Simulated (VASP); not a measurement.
Write the native input for VASP 6.6.1 that does the following.

```yaml
Task: relaxation of cell and atoms
Functional: PBE
Potentials_or_basis: VASP PAW PBE potentials, release 64 (Sn_d, As, Se)
Cutoff: 600 eV
k_mesh: 5 × 5 × 2
Occupations: gaussian, width 0.2 eV
Spin: no spin polarisation
Dipole_correction: no
Further_INCAR_settings: ALGO = Normal; EDIFF = 1e-06; IBRION = 2; EDIFFG = -0.08; NSW = 36; ISIF = 3
```

The structure of Sn4AsSe lies in POSCAR:

```
Sn4AsSe
1.0
    4.1500000000      0.0000000000      0.0000000000
   -2.0750000000      3.5940054300      0.0000000000
    0.0000000000      0.0000000000     10.5000000000
Sn As Se
4 1 1
Direct
    0.0000000000      0.0000000000      0.0000000000
    0.6666666700      0.3333333300      0.3200000000
    0.3333333300      0.6666666700      0.6350000000
    0.6666666700      0.3333333300      0.8200000000
    0.3333333300      0.6666666700      0.1550000000
    0.0000000000      0.0000000000      0.4750000000
```

These files were run (other wordings do the same):

INCAR

```
SYSTEM = Sn4AsSe
PREC = Accurate
ENCUT = 600
EDIFF = 1E-6
ISMEAR = 0
SIGMA = 0.2
LREAL = .False.
LASPH = .True.
NELM = 80
ALGO = Normal
ISIF = 3
LWAVE = .False.
LCHARG = .False.
GGA = PE
IBRION = 2
NSW = 36
EDIFFG = -0.08
```

KPOINTS

```
regular mesh
0
Gamma
  5 5 2
  0 0 0
```

Potentials or basis: VASP PAW PBE potentials, release 64 (Sn_d, As, Se).

Launch:

```bash
$ cat potpaw_PBE.64/Sn_d/POTCAR potpaw_PBE.64/As/POTCAR potpaw_PBE.64/Se/POTCAR > POTCAR
$ mpirun -np 1 vasp_std > vasp.out
```

It gave:

The relaxed volume is 27.19 Å³/atom, the relaxed cell is a = 4.108 Å, b = 4.108 Å, c = 11.160 Å, α = 90.00°, β = 90.00°, γ = 120.00° and the space group after relaxing (to 0.1 Å) is P3m1 (No. 156). The energy gained by relaxing is 27.9 meV/atom, the ionic steps are 12 and the pressure after relaxing is 0.2 GPa. The largest force after relaxing is 0.068 eV/Å. The band gap on the k mesh is zero (an odd number of electrons rules out a gap without spin polarisation).

Caveat: spin-orbit coupling is left out, which moves the levels of the heavy elements; the relaxation stopped at a loose force limit of 0.08 eV/Å, so its end isn't a converged minimum.

Run time: 14 min on 1 thread of Oxide Virtual Turin-like Processor, on a shared host, peak memory 0.35 GiB.
